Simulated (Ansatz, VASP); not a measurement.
## Two plane-wave programs on Zn2As

The input POSCAR:

```
Zn2As
1.0
    0.0000000000      3.6685901435      3.6685901435
    3.6685901435      0.0000000000      3.6685901435
    3.6685901435      3.6685901435      0.0000000000
Zn As
4 2
Direct
    0.6250000000      0.6250000000      0.6250000000
    0.1250000000      0.6250000000      0.6250000000
    0.6250000000      0.6250000000      0.1250000000
    0.6250000000      0.1250000000      0.6250000000
    0.0000000000      0.0000000000      0.0000000000
    0.2500000000      0.2500000000      0.2500000000
```

Contents of INCAR.step1:

```
SYSTEM = Zn2As
PREC     = Accurate       ! precision mode
ENCUT    = 520            ! plane-wave cutoff, eV
ISMEAR   = 0              ! smearing method
SIGMA    = 0.1            ! smearing width, eV
LREAL    = .False.        ! projectors in reciprocal space
LASPH    = .True.         ! aspherical terms in the spheres
NELM     = 100            ! most SCF steps
NBANDS   = 38             ! bands
GGA      = PE             ! functional
ALGO     = Normal         ! electronic algorithm
EDIFF    = 1E-4           ! SCF threshold, eV
LWAVE    = .True.         ! write WAVECAR
LCHARG   = .False.        ! write CHGCAR
```

Contents of INCAR.step2:

```
SYSTEM = Zn2As
PREC     = Accurate       ! precision mode
ENCUT    = 520            ! plane-wave cutoff, eV
EDIFF    = 1E-6           ! SCF threshold, eV
ISMEAR   = 0              ! smearing method
SIGMA    = 0.1            ! smearing width, eV
LREAL    = .False.        ! projectors in reciprocal space
LASPH    = .True.         ! aspherical terms in the spheres
NELM     = 100            ! most SCF steps
ALGO     = Normal         ! electronic algorithm
ISIF     = 2              ! what is computed and relaxed
LWAVE    = .False.        ! write WAVECAR
LCHARG   = .False.        ! write CHGCAR
METAGGA  = R2SCAN         ! meta-GGA
LMIXTAU  = .True.       
NBANDS   = 38             ! bands
ISTART   = 1
```

The input KPOINTS:

```
Automatic mesh
0
Gamma
  4 4 4
  0 0 0
```

Input for Ansatz:

```yaml
crystal:
  lattice:
    - [0.0, 3.6685901435, 3.6685901435]
    - [3.6685901435, 0.0, 3.6685901435]
    - [3.6685901435, 3.6685901435, 0.0]
  atoms:
    - { symbol: Zn, position: [0.625, 0.625, 0.625] }
    - { symbol: Zn, position: [0.125, 0.625, 0.625] }
    - { symbol: Zn, position: [0.625, 0.625, 0.125] }
    - { symbol: Zn, position: [0.625, 0.125, 0.625] }
    - { symbol: As, position: [0.0, 0.0, 0.0] }
    - { symbol: As, position: [0.25, 0.25, 0.25] }
basis:
  ecutwfc: 500
kpoints:
  mp_grid: { grid: [4, 4, 4] }
hamiltonian:
  xc: r2scan
scf:
  occupations: { method: gaussian, width: 0.1 }
  lower_state_search: "off"
output:
  forces: true
  stress: true
  eigenvalues: true
```

Alike in both runs: task single point; functional r2SCAN; k mesh 4 × 4 × 4; occupations gaussian, width 0.1 eV; no spin polarisation.

|  | VASP | Ansatz |
| --- | --- | --- |
| version | VASP 6.6.1 | Ansatz 0.2.0 |
| potentials or method | VASP PAW PBE potentials, release 64 (Zn, As), cutoff 520 eV | scalar-relativistic, plane waves, PAW |
| valence electrons in the cell | 58 | 78 |

|  | VASP | Ansatz | Ansatz less VASP |
| --- | --- | --- | --- |
| gap on the k mesh at the Fermi level (eV) | none | none | - |
| pressure (GPa) | 1.0 | 0.9 | -0.17 |

VASP's potentials were made for PBE, not for r2SCAN. A gap of «none» marks a metal or a gap that the smearing closes. The functional is the same, so the differences come from potentials, cutoffs and numerics. VASP's potentials hold 58 valence electrons a cell and Ansatz's 78, so a difference there can come from the potentials and not from the codes.

The k mesh is coarse, so the values compare programs but aren't converged.
